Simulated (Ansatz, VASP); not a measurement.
**Sn3Se: VASP beside Ansatz**

INCAR

```
SYSTEM = Sn3Se
  PREC = Accurate
  ENCUT = 520
  EDIFF = 1E-7
  ISMEAR = -1
  SIGMA = 0.05
  LREAL = .FALSE.
  LASPH = .TRUE.
  NELM = 100
  ALGO = Normal
  ISIF = 2
  LWAVE = .FALSE.
  LCHARG = .FALSE.
  GGA = PS
  NBANDS = 32
```

The input KPOINTS:

```
regular mesh
0
G
  6 6 6
  0 0 0
```

Contents of POSCAR:

```
Sn3Se
1.0
    4.7100533498      0.0000000000      0.0000000000
    0.0000000000      4.7100533498      0.0000000000
    0.0000000000      0.0000000000      4.7100533498
Sn Se
3 1
Direct
    0.5000000000      0.5000000000      0.0000000000
    0.5000000000      0.0000000000      0.5000000000
    0.0000000000      0.5000000000      0.5000000000
    0.0000000000      0.0000000000      0.0000000000
```

Contents of input.yaml:

```yaml
crystal:
  lattice:
    - [4.7100533498, 0.0, 0.0]
    - [0.0, 4.7100533498, 0.0]
    - [0.0, 0.0, 4.7100533498]
  atoms:
    - { symbol: Sn, position: [0.5, 0.5, 0.0] }
    - { symbol: Sn, position: [0.5, 0.0, 0.5] }
    - { symbol: Sn, position: [0.0, 0.5, 0.5] }
    - { symbol: Se, position: [0.0, 0.0, 0.0] }
kpoints:
  mp_grid: { grid: [6, 6, 6] }
scf:
  occupations: { method: fermi_dirac, width: 0.05 }
hamiltonian:
  xc: pbesol
  pseudopotentials: { kind: all_electron, lapw: { basis_error: 0.001 } }
output:
  forces: true
  stress: true
  eigenvalues: true
```

Change from the starting cell: volume scaled by 0.98.

Alike in both runs: task single point; functional PBEsol; k mesh 6 × 6 × 6; occupations fermi-dirac, width 0.05 eV; no spin polarisation.

|  | VASP | Ansatz |
| --- | --- | --- |
| version | VASP 6.6.1 | Ansatz 0.2.0 |
| potentials or method | VASP PAW PBE potentials, release 64 (Sn_d, Se), cutoff 520 eV | all-electron LAPW, scalar-relativistic |

```csv
,VASP,Ansatz,Ansatz less VASP
gap on the k mesh at the Fermi level (eV),none,none,-
pressure (GPa),-1.7,-1.7,+0.02
```

VASP's potentials were made for PBE, not for PBEsol. A gap of «none» marks a metal or a gap that the smearing closes. Ansatz ran all-electron here, and VASP with PAW potentials.
